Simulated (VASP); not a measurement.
Input of a VASP 6.6.1 run:

File INCAR:

```
PREC = Accurate
ENCUT = 600
EDIFF = 1E-8
ISMEAR = -1
SIGMA = 0.15
LREAL = F
LASPH = T
NELM = 100
ALGO = Normal
ISIF = 3
LWAVE = F
LCHARG = F
GGA = PE
NBANDS = 12
IBRION = 6
NFREE = 2
POTIM = 0.015
NSW = 1
```

The input KPOINTS:

```
regular mesh
0
Gamma
  12 12 12
```

File POSCAR:

```
SbSe
1.0
    0.0000000000      3.0015686897      3.0015686897
    3.0015686897      0.0000000000      3.0015686897
    3.0015686897      3.0015686897      0.0000000000
Sb Se
1 1
Direct
    0.0000000000      0.0000000000      0.0000000000
    0.5000000000      0.5000000000      0.5000000000
```

Potentials or basis: VASP PAW PBE potentials, release 64 (Sb, Se).

Run with:

```console
$ cat potpaw_PBE.64/Sb/POTCAR potpaw_PBE.64/Se/POTCAR > POTCAR
$ mpirun -np 1 vasp_std > vasp.out
```

Question: Predict the elastic constants C11, C12, C44.

Answer: 115, 29, -1 GPa.

Question: Estimate the Voigt bulk modulus.

Answer: 58 GPa.

Question: Estimate the highest phonon frequency at Γ, LO-TO splitting left out.

Answer: 108 cm⁻¹.

Clamped-ion elastic tensor (GPa):
```
115  29  29   0   0   0
 29 115  29   0   0   0
 29  29 115   0   0   0
  0   0   0  -1   0   0
  0   0   0   0  -1   0
  0   0   0   0   0  -1
```

Caveat: the elastic tensor has a negative eigenvalue, so either the cell is unstable as it stands or the mesh is too thin.
